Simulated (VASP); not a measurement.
Runs of VASP 6.6.1 on Pd. The structure is that of space group Fm-3m (No. 225), or close to it. The cells are those of the table. 

```tsv
cell	gap on the mesh (eV)	pressure (GPa)
a = 2.780 Å, angles 60.0°, 1 atom	none	1.0
a = 2.725 Å, angles 60.0°, 1 atom	none	13.3
a = 2.753 Å, angles 60.0°, 1 atom	none	6.6
a = 2.697 Å, angles 60.0°, 1 atom	none	(b)
a = 2.807 Å, angles 60.0°, 1 atom	none	(a)
```

Alike in all rows: task single point; level PBE; potentials or basis VASP PAW PBE potentials, release 64 (Pd); no spin polarisation; k mesh 10 × 10 × 10; cutoff (eV) 520; smearing gaussian 0.1 eV.

Fill in the values left out.

(a) -3.7; (b) 21.5.

A k mesh can miss the band edges, and the runs leave out spin-orbit coupling on Pd.

A gap of «none» marks levels without a gap at the run's occupations.
